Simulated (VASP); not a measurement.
# Fe2O3 (R-3c) in VASP: relaxation of shape and atoms at fixed volume with PBE+U

Aim: the relaxation of shape and atoms at fixed volume of Fe2O3 with PBE+U.

All numbers are computed with VASP 6.6.1; they aren't measurements. Logs are shortened: lines on timing, memory, paths and dates and some standing lists are left out, and cuts for length are marked.

### Step 1. The cell of the first run

The structure is trigonal, space group R-3c (No. 167). Conventional cell: a = 5.092 Å, b = 5.092 Å, c = 13.938 Å, α = 90.00°, β = 90.00°, γ = 120.00°. Fe (site symmetry 3) has 6 O at 1.97 to 2.14 Å within 2.6 Å. Within 3.1 Å of O (site symmetry 2) lie 4 Fe at 1.97 to 2.14 Å and 12 O at 2.70 to 3.07 Å.

### Step 2. Relaxation of shape and atoms at fixed volume, PBE+U, collinear spin, antiferromagnetic start (10.43 Å³/atom)

The input, INCAR:

```
ALGO     = Normal         # electronic algorithm
EDIFF    = 1E-7           # SCF threshold, eV
EDIFFG   = -0.04          # ionic threshold
ENCUT    = 600            # plane-wave cutoff, eV
GGA      = PE             # functional
GGA_COMPAT= F            
IBRION   = 2              # ionic algorithm
ISIF     = 4              # what is computed and relaxed
ISMEAR   = 0              # smearing method
ISPIN    = 2              # spin polarisation
LASPH    = T              # aspherical terms in the spheres
LCHARG   = F              # write CHGCAR
LDAU     = T              # DFT+U
LDAUJ    = 0 0          
LDAUL    = 2 -1           # shell
LDAUPRINT= 1            
LDAUTYPE = 2            
LDAUU    = 4 0            # U, eV
LMAXMIX  = 4              # l up to which the mixer works
LORBIT   = 11             # projections on sites
LREAL    = F              # projectors in reciprocal space
LWAVE    = F              # write WAVECAR
MAGMOM   = 4.19 -4.19 4.19 -4.19 0 0 0 0 0 0 # initial moments
NELM     = 200            # most SCF steps
NELMIN   = 4            
NSW      = 60             # ionic steps
PREC     = Accurate       # precision mode
SIGMA    = 0.05           # smearing width, eV
```

The input, KPOINTS:

```
k-points
0
Gamma
  4 4 4
```

The input, POSCAR:

```
Fe2O3
1.0
    2.5458724333      1.4698601347      4.6459501370
   -2.5458724333      1.4698601347      4.6459501370
    0.0000000000     -2.9397202694      4.6459501370
Fe O
4 6
Direct
    0.3552645160      0.3552645160      0.3552645160
    0.1447354833      0.1447354833      0.1447354833
    0.6447354840      0.6447354840      0.6447354840
    0.8552645167      0.8552645167      0.8552645167
    0.5556752547      0.9443247447      0.2500000014
    0.2500000014      0.5556752547      0.9443247447
    0.9443247447      0.2500000014      0.5556752547
    0.4443247453      0.0556752553      0.7499999986
    0.7499999986      0.4443247453      0.0556752553
    0.0556752553      0.7499999986      0.4443247453
```

Potentials or basis: VASP PAW PBE potentials, release 64 (Fe, O).

Started as:

```
$ cat potpaw_PBE.64/Fe/POTCAR potpaw_PBE.64/O/POTCAR > POTCAR
$ mpirun -np 1 vasp_std > vasp.out
```

OUTCAR:

```text
EDIFF = 1E-7
   EDIFFG = -0.04
   ENCUT = 600
   GGA = PE
   IBRION = 2
   ISIF = 4
   ISMEAR = 0
   ISPIN = 2
   LASPH = T
   LORBIT = 11
   LREAL = F
   NELM = 200
   NELMIN = 4
   NSW = 60
   PREC = Accurate

 ion  position               nearest neighbor table
   1  0.355  0.355  0.355-  10 1.97   8 1.97   9 1.97   5 2.14   7 2.14   6 2.14   2 2.93   3 3.00
                             3 3.00   3 3.00
   2  0.145  0.145  0.145-   9 1.97   8 1.97  10 1.97   5 2.14   7 2.14   6 2.14   1 2.93   4 3.00
                             4 3.00   4 3.00
   3  0.645  0.645  0.645-   7 1.97   5 1.97   6 1.97   8 2.14  10 2.14   9 2.14   4 2.93   1 3.00
                             1 3.00   1 3.00
   4  0.855  0.855  0.855-   6 1.97   5 1.97   7 1.97   8 2.14   9 2.14  10 2.14   3 2.93   2 3.00
                             2 3.00   2 3.00
   5  0.556  0.944  0.250-   3 1.97   4 1.97   1 2.14   2 2.14
   6  0.250  0.556  0.944-   3 1.97   4 1.97   1 2.14   2 2.14
   7  0.944  0.250  0.556-   3 1.97   4 1.97   1 2.14   2 2.14
   8  0.444  0.056  0.750-   1 1.97   2 1.97   3 2.14   4 2.14
   9  0.750  0.444  0.056-   1 1.97   2 1.97   3 2.14   4 2.14
  10  0.056  0.750  0.444-   1 1.97   2 1.97   3 2.14   4 2.14

  LATTYP: Found a trigonal (rhomboedric) cell.
 ALAT       =     5.4978912264
 COS(alpha) =     0.5711444980

  Lattice vectors:

 A1 = (   2.5458724333,   1.4698601347,   4.6459501370)
 A2 = (  -2.5458724333,   1.4698601347,   4.6459501370)
 A3 = (   0.0000000000,  -2.9397202694,   4.6459501370)

Analysis of symmetry for initial positions (statically):
=====================================================================
 Subroutine PRICEL returns:
 Original cell was already a primitive cell.

 Routine SETGRP: Setting up the symmetry group for a
 trigonal (rhombohedral) supercell.

 Subroutine GETGRP returns: Found 12 space group operations
 (whereof  6 operations were pure point group operations)
 out of a pool of 12 trial point group operations.

The static configuration has the point symmetry S_6 .
 The point group associated with its full space group is D_3d.

Analysis of symmetry for dynamics (positions and initial velocities):
=====================================================================
 Subroutine PRICEL returns:
 Original cell was already a primitive cell.

 Routine SETGRP: Setting up the symmetry group for a
 trigonal (rhombohedral) supercell.

 Subroutine GETGRP returns: Found 12 space group operations
 (whereof  6 operations were pure point group operations)
 out of a pool of 12 trial point group operations.

The dynamic configuration has the point symmetry S_6 .
 The point group associated with its full space group is D_3d.

Analysis of structural, dynamic, and magnetic symmetry:
=====================================================================
 Subroutine PRICEL returns:
 Original cell was already a primitive cell.

 Routine SETGRP: Setting up the symmetry group for a
 trigonal (rhombohedral) supercell.

 Subroutine GETGRP returns: Found 12 space group operations
 (whereof  6 operations were pure point group operations)
 out of a pool of 12 trial point group operations.

The overall configuration has the point symmetry S_6 .
 The point group associated with its full space group is D_3d.

 Subroutine INISYM returns: Found 12 space group operations
 (whereof  6 operations are pure point group operations),
 and found     1 'primitive' translations

----------------------------------------------------------------------------------------

                                     Primitive cell

  volume of cell :     104.3130

  direct lattice vectors                    reciprocal lattice vectors
     2.545872433  1.469860135  4.645950137     0.196396329  0.113389473  0.071747075
    -2.545872433  1.469860135  4.645950137    -0.196396329  0.113389473  0.071747075
     0.000000000 -2.939720269  4.645950137     0.000000000 -0.226778947  0.071747075

  length of vectors
     5.497891226  5.497891226  5.497891226     0.237857801  0.237857801  0.237857801
[... 59 lines left out ...]
 -0.250000  0.250000  0.000000      6.000000
  0.500000  0.500000  0.000000      3.000000
  0.250000  0.250000  0.250000      2.000000
  0.500000  0.250000  0.250000      6.000000
 -0.250000  0.250000  0.250000      6.000000
  0.500000  0.500000  0.250000      6.000000
 -0.250000  0.500000  0.250000      6.000000
  0.500000  0.500000  0.500000      1.000000
   k-points           NKPTS =     13   k-points in BZ     NKDIM =     13   number of bands    NBANDS=     40
   number of dos      NEDOS =    301   number of ions     NIONS =     10
   total plane-waves  NPLWV = 110592
   dimension x,y,z NGX =    48 NGY =   48 NGZ =   48
   dimension x,y,z NGXF=    96 NGYF=   96 NGZF=   96
   ions per type =               4   6
   NGX,Y,Z   is equivalent  to a cutoff of  14.51, 14.51, 14.51 a.u.
   NGXF,Y,Z  is equivalent  to a cutoff of  29.03, 29.03, 29.03 a.u.
 SYSTEM =  unknown system
   PREC   = accura    normal or accurate (medium, high low for compatibility)
   ISTART =      0    job   : 0-new  1-cont  2-samecut
   ICHARG =      2    charge: 1-file 2-atom 10-const
   ISPIN  =      2    spin polarized calculation?
   LNONCOLLINEAR =      F non collinear calculations
   LSORBIT =      F    spin-orbit coupling
   LASPH  =      T    aspherical Exc in radial PAW
   ENCUT  =  600.0 eV  44.10 Ry    6.64 a.u.  10.98 10.98 10.98*2*pi/ulx,y,z
   NELM   =    200;   NELMIN=  4; NELMDL= -5     # of ELM steps
   EDIFF  = 0.1E-06   stopping-criterion for ELM
   LREAL  =      F    real-space projection
   EDIFFG = -.4E-01   stopping-criterion for IOM
   NSW    =     60    number of steps for IOM
   IBRION =      2    ionic relax: 0-MD 1-quasi-New 2-CG
   NFREE  =      1    steps in history (QN), initial steepest desc. (CG)
   ISIF   =      4    stress and relaxation
   ISYM   =      2    0-nonsym 1-usesym 2-fastsym
   POTIM  = 0.5000    time-step for ionic-motion
   TEBEG  =    0.0;   TEEND  =   0.0 temperature during run
   PSTRESS=    0.0 pullay stress
   NELECT =      68.0000    total number of electrons
   NUPDOWN=      -1.0000    fix difference up-down
   EMIN   =  10.00;   EMAX   =-10.00  energy-range for DOS
   EFERMI =   0.00;   METHOD = LEGACY
   ISMEAR =     0;   SIGMA  =   0.05  broadening in eV -4-tet -1-fermi 0-gaus
   EFERMI_NEDOS =   21; number of points for ismear=-14 and -15
   IALGO  =     38    algorithm
   IMIX   =      4    mixing-type and parameters
     AMIX     =   0.40;   BMIX     =  1.00
     AMIX_MAG =   1.60;   BMIX_MAG =  1.00
  volume/ion in A,a.u.               =      10.43        70.39
  Fermi-wavevector in a.u.,A,eV,Ry     =   1.419488  2.682443 27.414998  2.014946
  Thomas-Fermi vector in A             =   2.540503
   LORBIT       =     11    0 simple, 1 ext, 2 COOP (PROOUT), +10 PAW based schemes
 LDA+U is selected, type is set to LDAUTYPE =  2
   angular momentum for each species LDAUL =     2   -1
   U (eV)           for each species LDAUU =   4.0  0.0
   J (eV)           for each species LDAUJ =   0.0  0.0
   GGA     = PE    functional components
   LHFCALC =     F    Hartree Fock is set to
   AEXX    =    0.0000 exact exchange contribution
   IVDW    =     0    specifies the selected vdW correction
   LEPSILON=     F    determine dielectric tensor
   LRPA    =     F    only Hartree local field effects (RPA)
 conjugate gradient relaxation of ions
 spin polarized calculation
 Gauss-broadening in eV      SIGMA  =   0.05
  energy-cutoff  :      600.00
  volume of cell :      104.31
 maximum number of plane-waves:      3546
 NGX is ok and might be reduce to    48
   NGX = 21   NGY = 21   NGZ = 21

--------------------------------------- Ionic step        1  -------------------------------------------

 number of electron      68.0000000 magnetization       0.0000000

 number of electron      68.0000001 magnetization      -0.0000000

 Free energy of the ion-electron system (eV)
  ---------------------------------------------------
  ext. energy  EPLUGINS =         0.00000000
  ---------------------------------------------------
  free energy    TOTEN  =       -68.62921167 eV

  energy without entropy =      -68.62921167  energy(sigma->0) =      -68.62921167

------------------------ aborting loop because EDIFF is reached ----------------------------------------

  FORCE on cell =-STRESS in cart. coord.  units (eV):
  Direction    XX          YY          ZZ          XY          YZ          ZX
  --------------------------------------------------------------------------------------
  -------------------------------------------------------------------------------------
  Total       -1.7964380     -1.7964380     -1.8759354      0.0000000      0.0000000      0.0000000
  in kB      -27.5920756    -27.5920756    -28.8131025      0.0000000      0.0000000      0.0000000
  external PRESSURE =     -27.9990846 kB  Pullay stress =       0.0000000 kB
[... 207 lines left out ...]
--------------------------------------- Ionic step        3  -------------------------------------------

 number of electron      68.0000000 magnetization      -0.0000000

 Free energy of the ion-electron system (eV)
  ---------------------------------------------------
  ext. energy  EPLUGINS =         0.00000000
  ---------------------------------------------------
  free energy    TOTEN  =       -68.63291080 eV

  energy without entropy =      -68.63291080  energy(sigma->0) =      -68.63291080

 E-fermi :   3.2725     XC(G=0): -11.4100

 val. band max:        3.0231105711   @ k =  -0.2500   0.2500   0.0000
 cond. band min:       5.2094318395   @ k =   0.5000   0.5000   0.0000
 fundamental gap:      2.1863212683
 Fermi energy:         3.2725181466

 spin component 1

 k-point     1 :       0.0000    0.0000    0.0000
  band No.  band energies     occupation
      1     -15.2189      1.00000
      2     -13.7572      1.00000
      3     -13.7254      1.00000
      4     -13.7254      1.00000
      5     -13.6727      1.00000
      6     -13.6727      1.00000
[... 548 lines left out ...]
     39       5.8613      0.00000
     40       5.8613      0.00000
 Fermi energy:         3.2725181466

 spin component 2

 k-point     1 :       0.0000    0.0000    0.0000
  band No.  band energies     occupation
      1     -15.2189      1.00000
      2     -13.7572      1.00000
      3     -13.7254      1.00000
      4     -13.7254      1.00000
      5     -13.6727      1.00000
      6     -13.6727      1.00000
[... 585 lines left out ...]
  FREE ENERGIE OF THE ION-ELECTRON SYSTEM (eV)
  ---------------------------------------------------
  free  energy   TOTEN  =       -68.6329108021 eV

  energy  without entropy=      -68.6329108021  energy(sigma->0) =      -68.63291080

 reached required accuracy - stopping structural energy minimisation

 total charge

# of ion       s       p       d       tot
------------------------------------------
    1        0.367   0.515   5.815   6.698
    2        0.367   0.515   5.815   6.698
    3        0.367   0.515   5.815   6.698
    4        0.367   0.515   5.815   6.698
    5        1.560   3.457   0.000   5.017
    6        1.560   3.457   0.000   5.017
    7        1.560   3.457   0.000   5.017
    8        1.560   3.457   0.000   5.017
    9        1.560   3.457   0.000   5.017
   10        1.560   3.457   0.000   5.017
--------------------------------------------------
tot         10.828  22.804  23.261  56.893

 magnetization (x)

# of ion       s       p       d       tot
------------------------------------------
    1        0.013   0.015   4.137   4.164
    2       -0.013  -0.015  -4.137  -4.164
    3        0.013   0.015   4.137   4.164
    4       -0.013  -0.015  -4.137  -4.164
    5        0.000   0.000   0.000   0.000
    6        0.000   0.000   0.000   0.000
    7        0.000   0.000   0.000   0.000
    8        0.000   0.000   0.000   0.000
    9        0.000   0.000   0.000   0.000
   10        0.000   0.000   0.000   0.000
--------------------------------------------------
tot          0.000   0.000   0.000   0.000
```

Wall time 5.7 min (1 thread of AMD EPYC 9R45 (Zen 5), shared host); peak memory 0.42 GiB.

Results:

```
Free energy                                           : -68.6329 eV
Energy gained by relaxing                             : 0.4 meV/atom
Ionic steps                                           : 3
Pressure after relaxing                               : -2.8 GPa
Largest force after relaxing                          : 0.013 eV/Å
Band gap on the k mesh                                : 2.19 eV (least direct gap 2.24 eV)
Net moment                                            : 0.00 μB per cell
Site moments                                          : Fe +4.16, -4.16 (each value once); O +0.00 μB
Valence electrons inside the program's atomic spheres : Fe 6.70; O 5.02
```

Forces on the atoms (eV/Å):
```
Fe   0.000  0.000  0.000
Fe   0.000  0.000  0.000
Fe   0.000  0.000  0.000
Fe   0.000  0.000  0.000
O    0.013  0.000  0.000
O   -0.006  0.011  0.000
O   -0.006 -0.011  0.000
O   -0.013  0.000  0.000
O    0.006 -0.011  0.000
O    0.006  0.011  0.000
```

The path:
```
step  energy change (eV)  largest force (eV/Å)  pressure (GPa)  volume (Å³)
   1              0.0000                0.1300           -2.80       104.31
   2             -0.0026                0.0716           -2.82       104.31
   3             -0.0037                0.0125           -2.84       104.31
```

Final structure:
```
Fe O
1.0
     2.54659    1.47028    4.64333
    -2.54659    1.47028    4.64333
     0.00000   -2.94055    4.64333
Fe O
4 6
Direct
  0.35427 0.35427 0.35427
  0.14573 0.14573 0.14573
  0.64573 0.64573 0.64573
  0.85427 0.85427 0.85427
  0.55604 0.94396 0.25000
  0.25000 0.55604 0.94396
  0.94396 0.25000 0.55604
  0.44396 0.05604 0.75000
  0.75000 0.44396 0.05604
  0.05604 0.75000 0.44396
```

Eigenvalues of the final occupation matrices:
| site | spin | trace | eigenvalues |
| --- | --- | --- | --- |
| site 1 d | 1 | 4.99 | 0.98 0.98 0.98 1.03 1.03 |
| site 1 d | 2 | 0.85 | 0.09 0.09 0.09 0.29 0.29 |
| site 2 d | 1 | 0.85 | 0.09 0.09 0.09 0.29 0.29 |
| site 2 d | 2 | 4.99 | 0.98 0.98 0.98 1.03 1.03 |
| site 3 d | 1 | 4.99 | 0.98 0.98 0.98 1.03 1.03 |
| site 3 d | 2 | 0.85 | 0.09 0.09 0.09 0.29 0.29 |
| site 4 d | 1 | 0.85 | 0.09 0.09 0.09 0.29 0.29 |
| site 4 d | 2 | 4.99 | 0.98 0.98 0.98 1.03 1.03 |
